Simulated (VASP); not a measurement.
# CuSi16 (a cell with a defect) in VASP: further runs

Runs on CuSi16 (a cell with a defect). Level: PBE+D3(BJ). Tasks: single point.

All numbers are computed with VASP 6.6.1; they aren't measurements. Logs are shortened: lines on timing, memory, paths and dates and some standing lists are left out, and cuts for length are marked.

### 1 The cell of the first run

The cell holds a defect, 17 atoms: a = 7.679 Å, b = 7.679 Å, c = 7.679 Å, α = 60.00°, β = 60.00°, γ = 60.00°.

### 2 Single point, PBE+D3(BJ), collinear spin, zero start

Input file INCAR:

```
PREC     = Accurate       # precision mode
ENCUT    = 520            # plane-wave cutoff, eV
EDIFF    = 1E-6           # SCF threshold, eV
ISMEAR   = 0              # smearing method
SIGMA    = 0.05           # smearing width, eV
LREAL    = False          # projectors in reciprocal space
LASPH    = True           # aspherical terms in the spheres
NELM     = 200            # most SCF steps
ALGO     = Normal         # electronic algorithm
ISIF     = 2              # what is computed and relaxed
LWAVE    = False          # write WAVECAR
LCHARG   = True           # write CHGCAR
ISPIN    = 2              # spin polarisation
MAGMOM   = 0 0 0 0 0 0 0 0 0 0 0 0 0 0 0 0 0 # initial moments
LORBIT   = 11             # projections on sites
LMAXMIX  = 4              # l up to which the mixer works
GGA      = PE             # functional
IVDW     = 12             # dispersion correction
LELF     = True           # ELF
LVHAR    = True         
NBANDS   = 56             # bands
GGA_COMPAT= False
```

Input file KPOINTS:

```
Automatic mesh
0
Gamma
  2 2 2
```

Input file POSCAR:

```
CuSi16
1.0
    0.0000000000      5.4300000000      5.4300000000
    5.4300000000      0.0000000000      5.4300000000
    5.4300000000      5.4300000000      0.0000000000
Si Cu
16 1
Direct
   -0.0169731123      0.0034784530      0.0066499079
    0.1186364641      0.1214696133      0.1417158379
    0.0114418048     -0.0332324125      0.5108001842
    0.1186395028      0.1214674954      0.6179868324
   -0.0005773481      0.4936832413      0.0079198895
    0.1169324125      0.6312399632      0.1258187845
   -0.0005771639      0.4936815838      0.4987836096
    0.1352237569      0.5954383057      0.6345727440
    0.5072978821      0.0034842541      0.0066433702
    0.6141559853      0.1586290976      0.1135110497
    0.5072967772      0.0034849908      0.4823813076
    0.6423589319      0.1214662983      0.6179902394
    0.4903626151      0.5300197053     -0.0102887661
    0.6264595764      0.6312455801      0.1258188766
    0.5085703499      0.4936802947      0.4987791897
    0.6264616022      0.6312466851      0.6162807551
    0.3137858195      1.0597449355      0.8131383057
```

Potentials or basis: VASP PAW PBE potentials, release 64 (Si, Cu).

Run with:

```console
$ cat potpaw_PBE.64/Si/POTCAR potpaw_PBE.64/Cu/POTCAR > POTCAR
$ mpirun -np 1 vasp_std > vasp.out
```

OUTCAR:

```text
PREC = Accurate
   ENCUT = 520
   EDIFF = 1E-6
   ISMEAR = 0
   LREAL = False
   LASPH = True
   NELM = 200
   ISIF = 2
   ISPIN = 2
   LORBIT = 11
   GGA = PE
   IVDW = 12
 IVDW          = 12

 ion  position               nearest neighbor table
   1  0.983  0.003  0.007-  10 2.32   6 2.33  17 2.35   4 2.44   2 2.44
   2  0.119  0.121  0.142-   3 2.32   5 2.33  17 2.35   9 2.44   1 2.44
   3  0.011  0.967  0.511-  12 2.32   4 2.32   2 2.32   8 2.33
   4  0.119  0.121  0.618-   3 2.32   7 2.33  17 2.35  11 2.44   1 2.44
   5  0.999  0.494  0.008-   2 2.33  14 2.34   6 2.34   8 2.35
   6  0.117  0.631  0.126-   1 2.33   7 2.34   5 2.34  13 2.35
   7  0.999  0.494  0.499-   4 2.33  16 2.34   6 2.34   8 2.35
   8  0.135  0.595  0.635-   3 2.33  15 2.35   7 2.35   5 2.35
   9  0.507  0.003  0.007-  10 2.32  14 2.33  17 2.35  12 2.44   2 2.44
  10  0.614  0.159  0.114-  11 2.32   9 2.32   1 2.32  13 2.33
  11  0.507  0.003  0.482-  10 2.32  16 2.33  17 2.35  12 2.44   4 2.44
  12  0.642  0.121  0.618-   3 2.32  15 2.33  17 2.35  11 2.44   9 2.44
  13  0.490  0.530  0.990-  10 2.33  16 2.35  14 2.35   6 2.35
  14  0.626  0.631  0.126-   9 2.33  15 2.34   5 2.34  13 2.35
  15  0.509  0.494  0.499-  12 2.33  16 2.34  14 2.34   8 2.35
  16  0.626  0.631  0.616-  11 2.33  15 2.34   7 2.34  13 2.35
  17  0.314  0.060  0.813-   9 2.35  11 2.35   1 2.35  12 2.35   4 2.35   2 2.35

  LATTYP: Found a face centered cubic cell.
 ALAT       =    10.8600000000

  Lattice vectors:

 A1 = (   0.0000000000,   5.4300000000,   5.4300000000)
 A2 = (   5.4300000000,   0.0000000000,   5.4300000000)
 A3 = (   5.4300000000,   5.4300000000,   0.0000000000)

Analysis of symmetry for initial positions (statically):
=====================================================================
 Subroutine PRICEL returns:
 Original cell was already a primitive cell.

 Routine SETGRP: Setting up the symmetry group for a
 face centered cubic supercell.

 Subroutine GETGRP returns: Found  6 space group operations
 (whereof  1 operations were pure point group operations)
 out of a pool of 48 trial point group operations.

The static configuration has the point symmetry C_1 .
 The point group associated with its full space group is C_3v.

Analysis of symmetry for dynamics (positions and initial velocities):
=====================================================================
 Subroutine PRICEL returns:
 Original cell was already a primitive cell.

 Routine SETGRP: Setting up the symmetry group for a
 face centered cubic supercell.

 Subroutine GETGRP returns: Found  6 space group operations
 (whereof  1 operations were pure point group operations)
 out of a pool of 48 trial point group operations.

The dynamic configuration has the point symmetry C_1 .
[... 172 lines left out ...]

  energy without entropy =      -87.46705618  energy(sigma->0) =      -87.47150029

 E-fermi :   6.9209     XC(G=0):  -9.6833

 val. band max:        6.8947241885   @ k =   0.0000   0.0000   0.0000
 cond. band min:       6.9244670584   @ k =   0.0000   0.5000   0.0000
 fundamental gap:      0.0297428698
 Fermi energy:         6.9208570128

 spin component 1

 k-point     1 :       0.0000    0.0000    0.0000
  band No.  band energies     occupation
      1      -5.9368      1.00000
      2      -3.6000      1.00000
      3      -3.5216      1.00000
      4      -3.5216      1.00000
      5      -3.5161      1.00000
      6      -1.9879      1.00000
[... 197 lines left out ...]
     48      10.3965      0.00000
     49      10.4031      0.00000
 Fermi energy:         6.9208570128

 spin component 2

 k-point     1 :       0.0000    0.0000    0.0000
  band No.  band energies     occupation
      1      -5.9368      1.00000
      2      -3.6000      1.00000
      3      -3.5216      1.00000
      4      -3.5216      1.00000
      5      -3.5161      1.00000
      6      -1.9879      1.00000
[... 197 lines left out ...]
     48      10.3965      0.00000
     49      10.4031      0.00000
 [bands above 49 left out]

------------------------ aborting loop because EDIFF is reached ----------------------------------------

 Edisp (eV)   -5.67609

 E8    (eV) :    -2.3549

  FORCE on cell =-STRESS in cart. coord.  units (eV):
  Direction    XX          YY          ZZ          XY          YZ          ZX
  --------------------------------------------------------------------------------------
  -------------------------------------------------------------------------------------
  Total       2.91409     2.91409     2.91409    -0.38239    -0.38239     0.38239
  in kB      14.58089    14.58089    14.58089    -1.91333    -1.91333     1.91333
  external pressure =       14.58 kB  Pullay stress =        0.00 kB

 VOLUME and BASIS-vectors are now :
 -----------------------------------------------------------------------------
  energy-cutoff  :      520.00
  volume of cell :      320.21
      direct lattice vectors                 reciprocal lattice vectors
     0.000000000  5.430000000  5.430000000    -0.092081031  0.092081031  0.092081031
     5.430000000  0.000000000  5.430000000     0.092081031 -0.092081031  0.092081031
     5.430000000  5.430000000  0.000000000     0.092081031  0.092081031 -0.092081031

 POSITION                                       TOTAL-FORCE (eV/Angst)
 -----------------------------------------------------------------------------------
      0.05500      5.37395      5.35672         0.001440     -0.001440     -0.016605
      1.42910      1.41371      1.30378         0.016765      0.000945     -0.000945
      8.02319      2.83577      5.31168        -0.015067      0.015067     -0.015067
      4.01524      3.99988      1.30378        -0.000945     -0.016765     -0.000945
      2.72371      5.46987      8.10757        -0.004145      0.000297     -0.000297
      4.11083      1.31814      4.06258         0.000274     -0.000274      0.004279
[... 9 lines left out ...]
      6.77407      6.74809      6.82936         0.004279     -0.000274      0.000274
      4.73976      6.11920      2.02827        -0.000853      0.000853     -0.000853
 -----------------------------------------------------------------------------------
    total drift:                                0.004828     -0.001166     -0.006755

  FREE ENERGIE OF THE ION-ELECTRON SYSTEM (eV)
  ---------------------------------------------------
  free  energy   TOTEN  =       -93.1520357533 eV

  energy  without entropy=      -93.1431475325  energy(sigma->0) =      -93.14759164

 total charge

# of ion       s       p       d       tot
------------------------------------------
    1        0.737   0.951   0.000   1.688
    2        0.737   0.951   0.000   1.688
    3        0.752   0.946   0.000   1.698
    4        0.737   0.951   0.000   1.688
    5        0.742   0.957   0.000   1.699
    6        0.742   0.957   0.000   1.699
[... 9 lines left out ...]
   16        0.742   0.957   0.000   1.699
   17        0.509   0.467   9.212  10.188
--------------------------------------------------
tot         12.371  15.718   9.212  37.301

 magnetization (x)

# of ion       s       p       d       tot
------------------------------------------
    1       -0.000  -0.000   0.000  -0.000
    2       -0.000  -0.000   0.000  -0.000
    3        0.000   0.000   0.000   0.000
    4       -0.000  -0.000   0.000  -0.000
    5       -0.000  -0.000   0.000  -0.000
    6       -0.000  -0.000   0.000  -0.000
[... 9 lines left out ...]
   16       -0.000  -0.000   0.000  -0.000
   17        0.000  -0.000   0.000   0.000
--------------------------------------------------
tot         -0.000  -0.000   0.000   0.000
```

stdout:

```text
POSCAR found type information on POSCAR SiCu
 POSCAR found :  2 types and      17 ions
 scaLAPACK will be used
 -----------------------------------------------------------------------------
|                                                                             |
|                                                                             |
|     You have a (more or less) 'large supercell' and for larger cells it     |
|     might be more efficient to use real-space projection operators.         |
|     Therefore, try LREAL= Auto in the INCAR file.                           |
|     Mind: For very accurate calculation, you might also keep the            |
|     reciprocal projection scheme (i.e. LREAL=.FALSE.).                      |
|                                                                             |
 -----------------------------------------------------------------------------

 LDA part: xc-table for (Slater+PW92), standard interpolation
 POSCAR, INCAR and KPOINTS ok, starting setup
 FFT: planning ... GRIDC
 FFT: planning ... GRID_SOFT
 FFT: planning ... GRID
 WAVECAR not read
 entering main loop
```

It took 4.8 min on 1 thread of AMD EPYC 9R45 (Zen 5), shared host; peak memory 0.66 GiB.

What came out:

```yaml
Free_energy: -93.1520 eV
Pressure: 1.5 GPa
Largest_force: 0.026 eV/Å
Net_moment: 0.00 μB per cell
Valence_electrons_inside_the_program's_atomic_spheres: Si 1.69, 1.70 (each value once); Cu 10.19
Dispersion_energy_per_atom: -0.334 eV
```

Forces on the atoms (eV/Å):
```
Si   0.001 -0.001 -0.017
Si   0.017  0.001 -0.001
Si  -0.015  0.015 -0.015
Si  -0.001 -0.017 -0.001
Si  -0.004  0.000  0.000
Si   0.000  0.000  0.004
Si   0.000  0.004  0.000
Si   0.013 -0.013  0.013
Si   0.001  0.017  0.001
Si   0.015 -0.015  0.015
Si  -0.017 -0.001  0.001
Si  -0.001  0.001  0.017
Si  -0.013  0.013 -0.013
Si   0.000 -0.004  0.000
Si   0.000  0.000 -0.004
Si   0.004  0.000  0.000
Cu  -0.001  0.001 -0.001
```

Levels at points of the mesh, in eV from the Fermi level:
Spin up:
```
           k point  band 35  band 36  band 37  band 38  band 39  band 40
(0.00, 0.00, 0.00)    -1.02    -0.67    -0.55    -0.50    -0.50    -0.03
(0.50, 0.00, 0.00)    -1.56    -1.44    -1.25     0.13     0.48     0.53
(0.00, 0.50, 0.00)    -1.47    -1.04    -1.04     0.00     0.44     0.91
(0.50, 0.50, 0.00)    -2.02    -2.01    -1.69     0.16     0.25     1.34
```
Spin down:
```csv
k point,band 34,band 35,band 36,band 37,band 38,band 39,band 40,band 41
"(0.00, 0.00, 0.00)",-1.69,-1.02,-0.67,-0.55,-0.50,-0.50,-0.03,-0.03
"(0.50, 0.00, 0.00)",-1.60,-1.56,-1.44,-1.25,0.13,0.48,0.53,0.73
"(0.00, 0.50, 0.00)",-1.47,-1.47,-1.04,-1.04,0.00,0.44,0.91,0.91
"(0.50, 0.50, 0.00)",-2.21,-2.02,-2.01,-1.69,0.16,0.25,1.34,1.52
```

Caveat: the k points lie up to 0.50 Å⁻¹ apart; no moment was typed at the start, so none could form.

### 3 Single point, PBE+D3(BJ), collinear spin, zero start

Input file INCAR:

```
SYSTEM = CuSi16
ALGO = Normal ; EDIFF = 1E-6
ENCUT = 520 ; GGA = PE
GGA_COMPAT = .False. ; ISIF = 2
ISMEAR = 0 ; ISPIN = 2
IVDW = 12 ; LASPH = .True.
LCHARG = .False. ; LMAXMIX = 4
LORBIT = 11 ; LREAL = .False.
LWAVE = .False. ; MAGMOM = 0 0 0 0 0 0 0 0 0 0 0 0 0 0 0 0 0
NBANDS = 56 ; NELM = 200
PREC = Accurate ; SIGMA = 0.05
```

Input file KPOINTS:

```
k-points
0
Gamma
  2 2 2
  0 0 0
```

Input file POSCAR:

```
CuSi16
1.0
    0.0000000000      5.4300000000      5.4300000000
    5.4300000000      0.0000000000      5.4300000000
    5.4300000000      5.4300000000      0.0000000000
Si Cu
16 1
Direct
    0.0301207182     -0.0094628913     -0.0105323204
    0.1312309392      0.1266965009      0.1256418048
   -0.0063344383      0.0087294659      0.4986029466
    0.1312329650      0.1267000000      0.6160239411
   -0.0063311234      0.4996611418      0.0076624309
    0.1312245856      0.6170930939      0.1256422652
   -0.0063335175      0.4996615101      0.4986086556
    0.0955273481      0.6354026703      0.6343343462
    0.5034775322      0.0075386740      0.0064666667
    0.6586974217      0.1143403315      0.1132791897
    0.5034779926      0.0075387661      0.4821118785
    0.6214541436      0.1424848987      0.6178279926
    0.5034720994      0.4831752302      0.0064737569
    0.6214561694      0.6188917127      0.1414254144
    0.4668641805      0.5116170350      0.5105608656
    0.6214534991      0.6188965930      0.6178267956
    0.5586189687      0.8143710866      0.8133029466
```

Potentials or basis: VASP PAW PBE potentials, release 64 (Si, Cu).

Run with:

```console
$ cat potpaw_PBE.64/Si/POTCAR potpaw_PBE.64/Cu/POTCAR > POTCAR
$ mpirun -np 1 vasp_std > vasp.out
```

Run time: 6.3 min. Hardware: 1 thread of AMD EPYC 9R45 (Zen 5), shared host; peak memory 0.69 GiB.

It converged, with:

| Property | Result |
| --- | --- |
| Free energy | -93.1520 eV |
| Pressure | 1.4 GPa |
| Largest force | 0.027 eV/Å |
| Net moment | 0.00 μB per cell |
| Valence electrons inside the program's atomic spheres | Si 1.70, 1.69 (each value once); Cu 10.19 |
| Dispersion energy per atom | -0.334 eV |

Forces in eV/Å, atoms in the order of the input:
```
Si   0.014 -0.014 -0.014
Si  -0.004  0.000  0.001
Si   0.000  0.000 -0.005
Si   0.000  0.004  0.001
Si   0.001 -0.004  0.000
Si  -0.001  0.001  0.004
Si   0.004 -0.001  0.000
Si  -0.014  0.014  0.013
Si   0.017  0.002  0.001
Si  -0.015  0.015  0.016
Si  -0.002 -0.017  0.001
Si   0.001 -0.001  0.018
Si  -0.002  0.002 -0.017
Si   0.001  0.018 -0.001
Si   0.016 -0.016 -0.015
Si  -0.018 -0.001 -0.001
Cu   0.001 -0.001 -0.001
```

Stress tensor (GPa, compression positive):
```
 1.38 -0.19 -0.19
-0.19  1.38  0.19
-0.19  0.19  1.38
```

Levels at points of the mesh, in eV from the Fermi level:
Spin up:
```
           k point  band 34  band 35  band 36  band 37  band 38  band 39  band 40  band 41
(0.00, 0.00, 0.00)    -1.69    -1.02    -0.67    -0.55    -0.50    -0.50    -0.03    -0.03
(0.50, 0.00, 0.00)    -1.47    -1.47    -1.04    -1.04     0.00     0.44     0.91     0.91
(0.00, 0.50, 0.00)    -1.60    -1.56    -1.44    -1.25     0.13     0.48     0.53     0.73
(0.00, 0.00, 0.50)    -1.60    -1.56    -1.44    -1.25     0.13     0.48     0.53     0.73
(0.50, 0.50, 0.00)    -2.21    -2.02    -2.01    -1.69     0.16     0.25     1.34     1.52
(0.00, 0.50, 0.50)    -2.21    -2.02    -2.01    -1.69     0.16     0.25     1.34     1.52
```
Spin down:
| k point | band 34 | band 35 | band 36 | band 37 | band 38 | band 39 | band 40 | band 41 |
| --- | --- | --- | --- | --- | --- | --- | --- | --- |
| (0.00, 0.00, 0.00) | -1.69 | -1.02 | -0.67 | -0.55 | -0.50 | -0.50 | -0.03 | -0.03 |
| (0.50, 0.00, 0.00) | -1.47 | -1.47 | -1.04 | -1.04 | 0.00 | 0.44 | 0.91 | 0.91 |
| (0.00, 0.50, 0.00) | -1.60 | -1.56 | -1.44 | -1.25 | 0.13 | 0.48 | 0.53 | 0.73 |
| (0.00, 0.00, 0.50) | -1.60 | -1.56 | -1.44 | -1.25 | 0.13 | 0.48 | 0.53 | 0.73 |
| (0.50, 0.50, 0.00) | -2.21 | -2.02 | -2.01 | -1.69 | 0.16 | 0.25 | 1.34 | 1.52 |
| (0.00, 0.50, 0.50) | -2.21 | -2.02 | -2.01 | -1.69 | 0.16 | 0.25 | 1.34 | 1.52 |

Caveat: the k points lie up to 0.50 Å⁻¹ apart; no moment was typed at the start, so none could form.
